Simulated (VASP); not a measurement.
# Si13O24 (a cell with a defect) in VASP: further runs, part 3 of 3

VASP 6.6.1.

### 4 Single point, PBE

File INCAR:

```
PREC     = Accurate       # precision mode
ENCUT    = 520            # plane-wave cutoff, eV
EDIFF    = 1E-6           # SCF threshold, eV
ISMEAR   = -1             # smearing method
SIGMA    = 0.05           # smearing width, eV
LREAL    = Auto         
LASPH    = True           # aspherical terms in the spheres
NELM     = 80             # most SCF steps
ALGO     = Normal         # electronic algorithm
ISIF     = 2              # what is computed and relaxed
LWAVE    = False          # write WAVECAR
LCHARG   = True           # write CHGCAR
GGA      = PE             # functional
LELF     = True           # ELF
LVHAR    = True         
NBANDS   = 122            # bands
```

File KPOINTS:

```
Automatic mesh
0
Gamma
  2 2 1
```

File POSCAR:

```
Si13O24
1.0
   -2.3125000000      4.0053670000      5.2160000000
    4.6250000000      0.0000000000      5.2160000000
    4.6250000000      8.0107350000      0.0000000000
Si O
13 24
Direct
    0.9494264574      0.4000750763      0.0343786929
    0.5940910603      0.1004449826      0.9846221691
    0.0145010068      0.0067221528      0.2816742966
    0.9478551998      0.3922329904      0.5574135285
    0.5856332794      0.1070047574      0.4498118823
    0.0071177363     -0.0059099142      0.7862687823
    0.4610006311      0.8864111787      0.2929972450
    0.0521373284      0.6137369047      0.2251317595
    0.5223665925      0.5075605548      0.5460335523
    0.4926754287      0.9215692032      0.7946279706
    0.0546851768      0.6518140563      0.6880474510
    0.4934412469      0.5372719432      0.0360000316
    0.2211185364      0.6979765557      0.8820962260
    0.0681979083      0.1586617543      0.1066371998
    0.9759628613      0.5987687338      0.0861856699
    0.2934369134      0.6214212154      0.1902918359
    0.4458554557      0.3074420903      1.0347721240
    0.5606232927      0.8725822288      0.1100645526
    0.2100834830      0.9164886029      0.3814180035
    0.0902050081      0.1987903907      0.6461823837
    0.9852677132      0.6085589739      0.5573073152
    0.3046758165      0.6465320055      0.6219356325
    0.4640299340      0.3170666918      0.5134347617
    0.5352450188      0.9131637235      0.6177020292
    0.2268660179      0.9504345956      0.8865876026
    0.6088573398      0.6749425068      0.3761456225
    0.5301982602      0.0705110957      0.3112150614
    0.8151616472      0.1432739356      0.3936690502
    0.9287872738      0.8321022967      0.2600967456
    0.0273769857      0.4110816032      0.3686609437
    0.6958572543      0.4105844635      0.6540144340
    0.6243761143      0.6989751127      0.8877642958
    0.5355059937      0.1213191596      0.8208987021
    0.8359179083      0.1233037174      0.9166876691
    0.9156286957      0.9128222245      0.6758894206
    0.0345764296      0.4687211164      0.8526319632
    0.7023885349      0.4139841645      0.1098371300
```

Potentials or basis: VASP PAW PBE potentials, release 64 (Si, O).

The run is started by

```bash
> cat potpaw_PBE.64/Si/POTCAR potpaw_PBE.64/O/POTCAR > POTCAR
> mpirun -np 1 vasp_std > vasp.out
```

OUTCAR:

```text
PREC = Accurate
   ENCUT = 520
   EDIFF = 1E-6
   ISMEAR = -1
   LREAL = Auto
   LASPH = True
   NELM = 80
   ISIF = 2
   GGA = PE

 ion  position               nearest neighbor table
   1  0.949  0.400  0.034-  36 1.55  37 1.61  14 1.62  15 1.69   3 2.94  13 2.97  12 2.99   8 3.03
                            11 3.08
   2  0.594  0.100  0.985-  17 1.57  34 1.64  33 1.64  18 1.67   7 2.75  10 2.83   6 2.86  12 3.05

   3  0.015  0.007  0.282-  14 1.62  29 1.62  28 1.65  19 1.72   5 2.84   8 2.87   1 2.94   7 2.96
[... 31 lines left out ...]
  24  0.535  0.913  0.618-  10 1.58   5 1.71
  25  0.227  0.950  0.887-  10 1.74  13 1.79   6 1.93
  26  0.609  0.675  0.376-   7 1.60   9 1.68
  27  0.530  0.071  0.311-   5 1.57   7 1.59
  28  0.815  0.143  0.394-   5 1.59   3 1.65
  29  0.929  0.832  0.260-   8 1.55   3 1.62
  30  0.027  0.411  0.369-   8 1.60   4 1.62
  31  0.696  0.411  0.654-   9 1.65   4 1.67
  32  0.624  0.699  0.888-  10 1.63  12 1.68
  33  0.536  0.121  0.821-  10 1.63   2 1.64
  34  0.836  0.123  0.917-   2 1.64   6 1.65
  35  0.916  0.913  0.676-   6 1.68  11 1.73
  36  0.035  0.469  0.853-   1 1.55  11 1.63  13 2.50
  37  0.702  0.414  0.110-   1 1.61  12 1.66

  LATTYP: Found a base centered monoclinic cell.
 ALAT       =    11.4112771001
 B/A-ratio  =     0.7020015962
 C/A-ratio  =     0.8106016471
 COS(beta)  =    -0.4053007856

  Lattice vectors:

 A1 = (   2.3125000000,  -4.0053670000,  -5.2160000000)
 A2 = (  -4.6250000000,   0.0000000000,  -5.2160000000)
 A3 = (   4.6250000000,   8.0107350000,   0.0000000000)

Analysis of symmetry for initial positions (statically):
=====================================================================
 Subroutine PRICEL returns:
 Original cell was already a primitive cell.

[... 208 lines left out ...]
     AMIX     =   0.40;   BMIX     =  1.00
     AMIX_MAG =   1.60;   BMIX_MAG =  1.00
  volume/ion in A,a.u.               =      10.45        70.49
  Fermi-wavevector in a.u.,A,eV,Ry     =   1.305498  2.467034 23.188759  1.704326
  Thomas-Fermi vector in A             =   2.436363
   LORBIT       =      0    0 simple, 1 ext, 2 COOP (PROOUT), +10 PAW based schemes
   GGA     = PE    functional components
   LHFCALC =     F    Hartree Fock is set to
   AEXX    =    0.0000 exact exchange contribution
   IVDW    =     0    specifies the selected vdW correction
   LEPSILON=     F    determine dielectric tensor
   LRPA    =     F    only Hartree local field effects (RPA)
 non-spin polarized calculation
  energy-cutoff  :      520.00
  volume of cell :      386.50
 maximum number of plane-waves:     10386
 NGX is ok and might be reduce to    54
   NGX = 25   NGY = 25   NGZ = 35

 number of electron     195.9999991 magnetization

 Free energy of the ion-electron system (eV)
  ---------------------------------------------------
  ext. energy  EPLUGINS =         0.00000000
  ---------------------------------------------------
  free energy    TOTEN  =      -276.54844886 eV

  energy without entropy =     -276.54844886  energy(sigma->0) =     -276.54844886

 E-fermi :   6.7634     XC(G=0): -10.4507

 val. band max:        5.5929950375   @ k =  -0.0000   0.5000   0.0000
 cond. band min:       8.4380945749   @ k =   0.0000   0.0000   0.0000
 fundamental gap:      2.8450995375
 Fermi energy:         6.7634126385

 k-point     1 :       0.0000    0.0000    0.0000
  band No.  band energies     occupation
      1     -16.8106      2.00000
      2     -16.1681      2.00000
      3     -16.0315      2.00000
      4     -15.7551      2.00000
      5     -15.6203      2.00000
      6     -15.3869      2.00000
[... 441 lines left out ...]
    109      12.3267      0.00000
    110      12.3710      0.00000
 [bands above 110 left out]

------------------------ aborting loop because EDIFF is reached ----------------------------------------

  FORCE on cell =-STRESS in cart. coord.  units (eV):
  Direction    XX          YY          ZZ          XY          YZ          ZX
  --------------------------------------------------------------------------------------
  -------------------------------------------------------------------------------------
  Total       34.3132324     42.4875615     35.2564649      1.7045277      2.8950772      1.3139080
  in kB      142.2396080    176.1248845    146.1496164      7.0658268     12.0010451      5.4465796
  external PRESSURE =     154.8380363 kB  Pullay stress =       0.0000000 kB

 VOLUME and BASIS-vectors are now :
 -----------------------------------------------------------------------------
  energy-cutoff  :      520.00
  volume of cell :      386.50
      direct lattice vectors                 reciprocal lattice vectors
    -2.312500000  4.005367000  5.216000000    -0.108108111  0.062416247  0.095858899
     4.625000000  0.000000000  5.216000000     0.108108111 -0.062416247  0.095858893
     4.625000000  8.010735000  0.000000000     0.054054049  0.093624371 -0.047929443

 POSITION                                       TOTAL-FORCE (eV/Angst)
 -----------------------------------------------------------------------------------
     -0.18620      4.07820      7.03900         1.744502      1.467554     -2.405430
      3.64460     10.26710      3.62270        -0.992215     -1.216928      0.364209
      1.30030      2.31450      0.11070         0.944452      1.911778      0.511424
      2.20020      8.26180      6.98990         1.278889     -1.709816      0.335432
      1.22100      5.94900      3.61280         1.955341      2.116282     -0.759748
      8.21770      6.32710      5.22230         0.387420     -1.386814      1.374094
[... 29 lines left out ...]
      6.03130      6.96870      2.62520        -1.666381     -1.692597      0.857047
      0.79840      3.69320      5.82300         0.176012      0.184957     -0.007336
 -----------------------------------------------------------------------------------
    total drift:                               -0.005177      0.001144      0.003096

  FREE ENERGIE OF THE ION-ELECTRON SYSTEM (eV)
  ---------------------------------------------------
  free  energy   TOTEN  =      -276.5484488590 eV

  energy  without entropy=     -276.5484488589  energy(sigma->0) =     -276.54844886
```

OSZICAR:

```text
N       E                     dE             d eps       ncg     rms          rms(c)
DAV:   1     0.118867232711E+04    0.11887E+04   -0.10687E+05   984   0.153E+03
DAV:   2    -0.224576251949E+03   -0.14132E+04   -0.13753E+04  1184   0.341E+02
DAV:   3    -0.310674178010E+03   -0.86098E+02   -0.85599E+02  1152   0.890E+01
DAV:   4    -0.311979490937E+03   -0.13053E+01   -0.13010E+01  1168   0.117E+01
DAV:   5    -0.312006136516E+03   -0.26646E-01   -0.26615E-01  1160   0.156E+00    0.493E+01
DAV:   6    -0.276529180455E+03    0.35477E+02   -0.15065E+02  1088   0.351E+01    0.238E+01
DAV:   7    -0.276551375300E+03   -0.22195E-01   -0.52198E+00  1216   0.679E+00    0.877E+00
DAV:   8    -0.276509627361E+03    0.41748E-01   -0.32574E-01  1152   0.224E+00    0.375E+00
DAV:   9    -0.276544821451E+03   -0.35194E-01   -0.14849E-01  1144   0.158E+00    0.675E-01
DAV:  10    -0.276545926137E+03   -0.11047E-02   -0.16861E-02  1168   0.577E-01    0.412E-01
DAV:  11    -0.276547851936E+03   -0.19258E-02   -0.60174E-03  1152   0.282E-01    0.210E-01
DAV:  12    -0.276548315545E+03   -0.46361E-03   -0.62513E-04  1168   0.117E-01    0.641E-02
DAV:  13    -0.276548442296E+03   -0.12675E-03   -0.29785E-04  1144   0.637E-02    0.194E-02
DAV:  14    -0.276548444288E+03   -0.19921E-05   -0.24071E-05  1176   0.228E-02    0.106E-02
DAV:  15    -0.276548448208E+03   -0.39203E-05   -0.11737E-05  1128   0.127E-02    0.609E-03
DAV:  16    -0.276548448859E+03   -0.65095E-06   -0.16997E-06   760   0.578E-03
   1 F= -.27654845E+03 E0= -.27654845E+03  d E =-.111512E-09
```

stdout:

```text
POSCAR found type information on POSCAR SiO
 POSCAR found :  2 types and      37 ions
 scaLAPACK will be used
 LDA part: xc-table for (Slater+PW92), standard interpolation
 -----------------------------------------------------------------------------
|                                                                             |
|           W    W    AA    RRRRR   N    N  II  N    N   GGGG   !!!           |
|           W    W   A  A   R    R  NN   N  II  NN   N  G    G  !!!           |
|           W    W  A    A  R    R  N N  N  II  N N  N  G       !!!           |
|           W WW W  AAAAAA  RRRRR   N  N N  II  N  N N  G  GGG   !            |
|           WW  WW  A    A  R   R   N   NN  II  N   NN  G    G                |
|           W    W  A    A  R    R  N    N  II  N    N   GGGG   !!!           |
|                                                                             |
|     Your reciprocal lattice and k-lattice belong to different lattice       |
|     classes:                                                                |
|                                                                             |
|        The reciprocal lattice is base-centered monoclinic,                  |
|        whereas your k-lattice is face-centered orthorhombic.                |
|                                                                             |
|     Results are often still useful ...                                      |
|                                                                             |
 -----------------------------------------------------------------------------

 POSCAR, INCAR and KPOINTS ok, starting setup
 FFT: planning ... GRIDC
 FFT: planning ... GRID_SOFT
 FFT: planning ... GRID
 WAVECAR not read
 entering main loop
```

Run time: 4.2 min. Hardware: 1 thread of Intel Xeon Platinum 8488C (Sapphire Rapids), shared host; peak memory 0.49 GiB.

Results:

- Free energy: -276.5484 eV
- Pressure: 15.5 GPa
- Largest force: 3.331 eV/Å
- Band gap on the k mesh: 2.85 eV

Forces on the atoms (eV/Å):
```
Si   1.745  1.468 -2.405
Si  -0.992 -1.217  0.364
Si   0.944  1.912  0.511
Si   1.279 -1.710  0.335
Si   1.955  2.116 -0.760
Si   0.387 -1.387  1.374
Si  -0.322  0.284 -1.089
Si  -0.776  2.520 -0.420
Si  -2.707 -0.595  0.223
Si   1.668  0.776  0.838
Si   2.568 -1.410  1.444
Si  -0.550  0.190 -1.944
Si  -0.119  1.507 -0.520
O    0.283  0.468  1.323
O   -1.532 -0.962 -0.024
O   -2.453 -0.423  1.385
O    1.986  0.424  0.901
O    1.280 -1.105  1.173
O   -0.425 -3.303  0.058
O   -1.760  2.350 -1.513
O    0.242  0.183 -0.046
O    1.343  0.961 -0.612
O    1.317 -0.493  0.612
O   -0.892 -2.221  1.235
O   -1.209  0.292  1.297
O   -0.460  1.912 -2.387
O    1.124 -0.542  0.522
O   -2.155  0.574  0.687
O    2.215 -0.209  1.015
O   -0.342 -0.179 -1.150
O   -0.586 -1.757  0.978
O    0.278 -0.465 -0.468
O   -0.390  0.056 -1.615
O   -0.449  0.613 -1.152
O   -1.006  0.882 -1.022
O   -1.666 -1.693  0.857
O    0.176  0.185 -0.007
```

Stress tensor (GPa, compression positive):
```
14.22  0.71  0.54
 0.71 17.61  1.20
 0.54  1.20 14.61
```

Levels at points of the mesh, in eV from the valence-band top:
| k point | band 96 | band 97 | band 98 | band 99 | band 100 | band 101 |
| --- | --- | --- | --- | --- | --- | --- |
| (0.00, 0.00, 0.00) | -2.13 | -1.31 | -0.03 | 2.85 | 3.55 | 4.08 |
| (0.50, 0.00, 0.00) | -2.11 | -1.16 | -0.04 | 2.86 | 3.58 | 4.99 |
| (0.00, 0.50, 0.00) | -2.10 | -1.17 | 0.00 | 2.87 | 3.49 | 4.71 |
| (0.50, 0.50, 0.00) | -2.20 | -1.09 | -0.02 | 2.85 | 3.51 | 5.01 |

Caveat: the k points lie up to 0.74 Å⁻¹ apart; the atoms stand as in a frame of molecular dynamics.

### 5 Overview

| cell | gap on the mesh (eV) | pressure (GPa) | largest force (eV/Å) |
| --- | --- | --- | --- |
| as given, atomic positions A | 3.13 | 16.1 | 4.12 |
| as given, atomic positions B | 3.32 | 14.5 | 5.19 |
| as given, atomic positions C | 2.85 | 15.5 | 3.33 |

Alike in all rows: task single point; level PBE; potentials or basis VASP PAW PBE potentials, release 64 (Si, O); no spin polarisation; k mesh 2 × 2 × 1; cutoff (eV) 520; smearing fermi-dirac 0.05 eV.

Caveats: all runs use coarse meshes; the atoms stand as in a frame of molecular dynamics.

Total energies depend on the potentials used, so only differences within one code and one set of settings carry meaning.
